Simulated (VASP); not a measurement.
Runs of VASP 6.6.1 on W. The structure is that of space group R-3m (No. 166), or close to it. The cells are those of the table. 

| cell | further INCAR settings | gap on the mesh (eV) | pressure (GPa) |
| --- | --- | --- | --- |
| a = 2.810 Å, angles 112.6°, 1 atom | ALGO = Fast; EDIFF = 1e-06; NBANDS = 13 | none | 30.9 |
| a = 2.964 Å, angles 114.8°, 1 atom | ALGO = Fast; EDIFF = 1e-06; NBANDS = 13 | none | (b) |
| a = 2.575 Å, angles 105.4°, 1 atom | ALGO = Fast; EDIFF = 1e-06; NBANDS = 13 | none | 25.7 |
| a = 2.461 Å, angles 93.6°, 1 atom | ALGO = Fast; EDIFF = 1e-06; NBANDS = 13 | none | 55.8 |
| a = 2.568 Å, angles 100.1°, 1 atom | ALGO = Fast; EDIFF = 1e-07; NBANDS = 13 | none | 11.7 |
| a = 2.528 Å, angles 86.0°, 1 atom | ALGO = Fast; EDIFF = 1e-06; NBANDS = 13 | none | 24.1 |
| a = 3.223 Å, angles 116.4°, 1 atom | ALGO = Fast; EDIFF = 1e-06; NBANDS = 13 | none | (d) |
| a = 2.500 Å, angles 100.1°, 1 atom | ALGO = Fast; EDIFF = 1e-07; NBANDS = 13 | none | 41.9 |
| a = 3.004 Å, angles 114.8°, 1 atom | ALGO = Fast; EDIFF = 1e-07; NBANDS = 13 | none | (a) |
| a = 2.610 Å, angles 105.4°, 1 atom | ALGO = Fast; EDIFF = 1e-06; NBANDS = 13 | none | (c) |
| a = 3.304 Å, angles 116.4°, 1 atom | ALGO = Fast; EDIFF = 1e-07; NBANDS = 13 | none | 116.3 |
| a = 2.494 Å, angles 93.6°, 1 atom | ALGO = Fast; EDIFF = 1e-07; NBANDS = 13 | none | 38.6 |

Alike in all rows: task single point; level LDA; potentials or basis VASP PAW LDA potentials, release 64 (W_sv); no spin polarisation; k mesh 22 × 22 × 22; cutoff (eV) 520; smearing gaussian 0.15 eV.

Problem. Estimate the missing entries.

Solution. (a) 67.9; (b) 89.5; (c) 9.9; (d) 159.2.

Caveats: the cell stands under pressure; spin-orbit coupling is left out, which moves the levels of the heavy elements; atoms lie so close that the PAW spheres overlap strongly, which falsifies energies and pressures (at least some runs).

A k mesh can miss the band edges, and the runs leave out spin-orbit coupling on W.

A gap of «none» marks levels without a gap at the run's occupations.
